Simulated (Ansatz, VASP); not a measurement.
# Two plane-wave programs on SnSe

The input INCAR:

```
SYSTEM = SnSe
ALGO     = Normal         ! electronic algorithm
EDIFF    = 1E-7           ! SCF threshold, eV
EDIFFG   = -0.01          ! ionic threshold
ENCUT    = 500            ! plane-wave cutoff, eV
GGA      = PE             ! functional
GGA_COMPAT= .False.      
IBRION   = 2              ! ionic algorithm
ISIF     = 3              ! what is computed and relaxed
ISMEAR   = 0              ! smearing method
IVDW     = 12             ! dispersion correction
LASPH    = .True.         ! aspherical terms in the spheres
LCHARG   = .False.        ! write CHGCAR
LREAL    = .False.        ! projectors in reciprocal space
LWAVE    = .False.        ! write WAVECAR
NELM     = 120            ! most SCF steps
NELMIN   = 4            
NSW      = 80             ! ionic steps
PREC     = Accurate       ! precision mode
SIGMA    = 0.01           ! smearing width, eV
```

KPOINTS

```
k-points
0
Gamma
  2 5 5
  0 0 0
```

Contents of POSCAR:

```
SnSe
1.0
   11.4200000000      0.0000000000      0.0000000000
    0.0000000000      4.1900000000      0.0000000000
    0.0000000000      0.0000000000      4.4600000000
Sn Se
4 4
Direct
    0.1230000000      0.2500000000      0.0910000000
    0.3770000000      0.7500000000      0.5910000000
    0.6230000000      0.2500000000      0.4090000000
    0.8770000000      0.7500000000      0.9090000000
    0.3570000000      0.2500000000      0.0160000000
    0.1430000000      0.7500000000      0.5160000000
    0.8570000000      0.2500000000      0.4840000000
    0.6430000000      0.7500000000      0.9840000000
```

Input for Ansatz:

```yaml
crystal:
  lattice:
    - [11.42, 0.0, 0.0]
    - [0.0, 4.19, 0.0]
    - [0.0, 0.0, 4.46]
  atoms:
    - { symbol: Sn, position: [0.123, 0.25, 0.091] }
    - { symbol: Sn, position: [0.377, 0.75, 0.591] }
    - { symbol: Sn, position: [0.623, 0.25, 0.409] }
    - { symbol: Sn, position: [0.877, 0.75, 0.909] }
    - { symbol: Se, position: [0.357, 0.25, 0.016] }
    - { symbol: Se, position: [0.143, 0.75, 0.516] }
    - { symbol: Se, position: [0.857, 0.25, 0.484] }
    - { symbol: Se, position: [0.643, 0.75, 0.984] }
kpoints:
  mp_grid:
    grid: [2, 5, 5]
hamiltonian:
  xc: pbe
  dispersion: d3bj
scf:
  occupations:
    method: fixed
relax:
  max_steps: 60
  cell: {}
```

Alike in both runs: task relaxation of cell and atoms; functional PBE; dispersion D3(BJ); k mesh 2 × 5 × 5; no spin polarisation.

```csv
,VASP,Ansatz
version,VASP 6.6.1,Ansatz 0.2.0
potentials or method,"VASP PAW PBE potentials, release 64 (Sn_d, Se)","plane waves, PAW"
plane-wave cutoff (eV),500,420
occupations,"gaussian, width 0.01 eV",fixed
valence electrons in the cell,80,120
```

```csv
,VASP,Ansatz,Ansatz less VASP
relaxed volume (Å³/atom),26.31,26.33,+0.023
relaxed length of the cell vector where the two differ most in proportion (Å),4.372,4.384,+0.0115
```

VASP's potentials hold 80 valence electrons a cell and Ansatz's 120, so a difference there can come from the potentials and not from the codes. Ansatz's warnings: relaxed geometry near dispersion switch.
